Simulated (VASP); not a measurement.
The system is Na4CdIr.

```xyz
6
Lattice="0.0000 3.8423 3.8423 3.8423 0.0000 3.8423 3.8423 3.8423 0.0000" Properties=species:S:1:pos:R:3 pbc="T T T"
Na    4.8029    2.8817    4.8029
Na    4.8029    4.8029    2.8817
Na    2.8817    2.8817    2.8817
Na    2.8817    4.8029    4.8029
Cd    5.7634    5.7634    5.7634
Ir    0.0000    0.0000    0.0000
```

| Item | Value |
| --- | --- |
| Program | VASP 6.6.1 |
| Task | relaxation of cell and atoms |
| Functional | PBE |
| Potentials or basis | VASP PAW PBE potentials, release 64 (Na_pv, Cd, Ir) |
| Cutoff | 600 eV |
| k mesh | 4 × 4 × 4 |
| Occupations | gaussian, width 0.1 eV |
| Spin | no spin polarisation |

At the start: pressure 4.4 GPa; volume 18.91 Å³/atom.

Q: How do energy, volume and symmetry change on relaxing?

A: Over 4 steps the energy falls by 32.0 meV/atom and the volume is 21.46 Å³/atom (+13.5 %); space group F-43m (No. 216, to 0.1 Å) before and after.

Step by step:
| step | energy change (eV) | largest force (eV/Å) | pressure (GPa) | volume (Å³) |
| --- | --- | --- | --- | --- |
| 1 | 0.0000 | 0.2295 | 4.38 | 113.45 |
| 2 | -0.1616 | 0.1099 | 1.50 | 122.14 |
| 3 | -0.1906 | 0.0181 | -0.33 | 130.20 |
| 4 | -0.1922 | 0.0328 | -0.05 | 128.77 |

Final structure:
```yaml
crystal:
  lattice:
    - [0.00000, 4.00798, 4.00798]
    - [4.00798, 0.00000, 4.00798]
    - [4.00798, 4.00798, 0.00000]
  atoms:
    - { symbol: Na, position: [0.37357, 0.87928, 0.37357] }
    - { symbol: Na, position: [0.37357, 0.37357, 0.87928] }
    - { symbol: Na, position: [0.37357, 0.37357, 0.37357] }
    - { symbol: Na, position: [0.87928, 0.37357, 0.37357] }
    - { symbol: Cd, position: [0.75000, 0.75000, 0.75000] }
    - { symbol: Ir, position: [0.00000, 0.00000, 0.00000] }
```
